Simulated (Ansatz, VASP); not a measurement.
# Si in VASP and in Ansatz

```
CELL_PARAMETERS angstrom
2.52288 0.00000 0.00000
0.00000 2.52288 0.00000
0.00000 0.00000 2.52288
ATOMIC_POSITIONS crystal
Si 0.00000 0.00000 0.00000
```

Alike in both runs: functional r2SCAN; k mesh 16 × 16 × 16; occupations gaussian, width 0.1 eV; no spin polarisation.

Ansatz relaxed the structure, and its values are those at the end. VASP's run is a single point on that final structure, the one shown.

|  | VASP | Ansatz |
| --- | --- | --- |
| version | VASP 6.6.1 | Ansatz 0.2.0 |
| potentials or method | VASP PAW PBE potentials, release 64 (Si), cutoff 520 eV | scalar-relativistic, plane waves, PAW |
| valence electrons in the cell | 4 | 4 |

```tsv
	VASP	Ansatz	Ansatz less VASP
gap on the k mesh at the Fermi level (eV)	none	none	-
pressure (GPa)	-0.1	0.0	+0.12
```

VASP's potentials were made for PBE, not for r2SCAN. A gap of «none» marks a metal or a gap that the smearing closes.
